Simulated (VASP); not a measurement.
Write the native input for VASP 6.6.1 that does the following.

```yaml
Task: single point
Functional: RPBE
Potentials_or_basis: VASP PAW PBE potentials, release 64 (Mo_sv)
Cutoff: 520 eV
k_mesh: 9 × 9 × 14
Occupations: fermi-dirac, width 0.1 eV
Spin: no spin polarisation
Dipole_correction: no
Further_INCAR_settings: ALGO = Normal; EDIFF = 1e-06; NBANDS = 28
```

The structure of Mo lies in POSCAR:

```
Mo
1.0
    4.6273037483      0.0000000000      0.0000000000
   -2.3136518742      4.0073625971      0.0000000000
    0.0000000000      0.0000000000      2.5404228593
Mo
3
Direct
    0.0000000000      1.0000000000      0.0000000000
    0.3333333333      0.6666666667      0.5000000000
    0.6666666667      0.3333333333      0.5000000000
```

This isn't the form of Mo at room conditions, which is bcc.

One way to write it, as run:

INCAR

```
PREC     = Accurate       # precision mode
ENCUT    = 520            # plane-wave cutoff, eV
EDIFF    = 1E-6           # SCF threshold, eV
ISMEAR   = -1             # smearing method
SIGMA    = 0.1            # smearing width, eV
LREAL    = False          # projectors in reciprocal space
LASPH    = True           # aspherical terms in the spheres
NELM     = 100            # most SCF steps
ALGO     = Normal         # electronic algorithm
ISIF     = 2              # what is computed and relaxed
LWAVE    = False          # write WAVECAR
LCHARG   = False          # write CHGCAR
GGA      = RP             # functional
NBANDS   = 28             # bands
```

KPOINTS

```
regular mesh
0
Gamma
  9 9 14
```

Potentials or basis: VASP PAW PBE potentials, release 64 (Mo_sv).

Launch:

```console
$ cat potpaw_PBE.64/Mo_sv/POTCAR > POTCAR
$ mpirun -np 1 vasp_std > vasp.out
```

Results of the run:

The pressure is 10.7 GPa and the band gap on the k mesh is zero (bands 21 and 22 overlap by 1.46 eV).

Caveat: the cell stands under pressure; the PAW data sets were made with another functional, which shifts forces and pressure a little.

Run time: 59 s on 1 thread of Intel(R) Xeon(R) Platinum 8488C (Sapphire Rapids), on a shared host, peak memory 0.22 GiB.
